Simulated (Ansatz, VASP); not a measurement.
One calculation of AlSn4, two programs

```
Al Sn
1.0
     3.85368   -4.62151    0.00000
     3.85368    4.62151    0.00000
     0.00000    0.00000    3.51160
Al Sn
1 4
Direct
  0.50000 0.50000 0.50000
  0.73274 0.26726 0.50000
  0.28356 0.28356 0.00000
  0.71644 0.71644 0.00000
  0.26726 0.73274 0.50000
```

Change from the starting cell: species swapped into the FeCl4 type (Cmmm, No. 65).

Alike in both runs: task relaxation of cell and atoms; functional PBE; k mesh 4 × 4 × 6; occupations gaussian, width 0.1 eV; no spin polarisation.

```csv
,VASP,Ansatz
version,VASP 6.6.1,Ansatz 0.2.0
potentials or method,"VASP PAW PBE potentials, release 64 (Al, Sn_d), cutoff 600 eV","scalar-relativistic, plane waves, PAW"
valence electrons in the cell,59,59
```

```csv
,VASP,Ansatz,Ansatz less VASP
"gap on the k mesh at the Fermi level, each at its own relaxed structure (eV)",none,none,-
relaxed volume (Å³/atom),27.52,27.73,+0.209
relaxed cell length with the largest relative difference (Å),6.200,6.215,+0.0153
```

A gap of «none» marks a metal or a gap that the smearing closes.
